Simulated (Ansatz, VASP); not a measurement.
# NaCl: VASP beside Ansatz

Contents of INCAR:

```
ALGO = Normal
EDIFF = 1E-6
ENCUT = 520
GGA = PE
ISIF = 2
ISMEAR = -1
LASPH = T
LCHARG = F
LREAL = F
LWAVE = F
NBANDS = 14
NELM = 60
PREC = Accurate
SIGMA = 0.03
```

File KPOINTS:

```
k-points
0
Gamma
  9 9 9
```

POSCAR

```
NaCl
1.0
    2.8408047908      0.0000000000      0.0000000000
    0.0000000000      2.8408047908      0.0000000000
    0.0000000000      0.0000000000      2.8408047908
Na Cl
1 1
Direct
    0.0000000000      0.0000000000      0.0000000000
    0.5000000000      0.5000000000      0.5000000000
```

Input for Ansatz:

```yaml
crystal:
  lattice:
    - [2.8408047908, 0.0, 0.0]
    - [0.0, 2.8408047908, 0.0]
    - [0.0, 0.0, 2.8408047908]
  atoms:
    - { symbol: Na, position: [0.0, 0.0, 0.0] }
    - { symbol: Cl, position: [0.5, 0.5, 0.5] }
kpoints:
  mp_grid: { grid: [9, 9, 9] }
scf:
  occupations: { method: fermi_dirac, width: 0.03 }
hamiltonian:
  xc: pbe
  pseudopotentials: { kind: all_electron, lapw: { basis_error: 0.0005 } }
output:
  forces: true
  stress: true
  eigenvalues: true
```

Change from the starting cell: volume scaled by 0.98.

Alike in both runs: task single point; functional PBE; k mesh 9 × 9 × 9; occupations fermi-dirac, width 0.03 eV; no spin polarisation.

|  | VASP | Ansatz |
| --- | --- | --- |
| version | VASP 6.6.1 | Ansatz 0.2.0 |
| potentials or method | VASP PAW PBE potentials, release 64 (Na_pv, Cl), cutoff 520 eV | all-electron LAPW, scalar-relativistic |

```tsv
	VASP	Ansatz	Ansatz less VASP
gap on the k mesh at the Fermi level (eV)	4.69	4.64	-0.051
pressure (GPa)	70.5	70.2	-0.26
```

Both programs put the cell under a high pressure, so it lies far from rest at this level. Ansatz ran all-electron here, and VASP with PAW potentials.

Noted on VASP's run: the cell as given lies far from equilibrium.
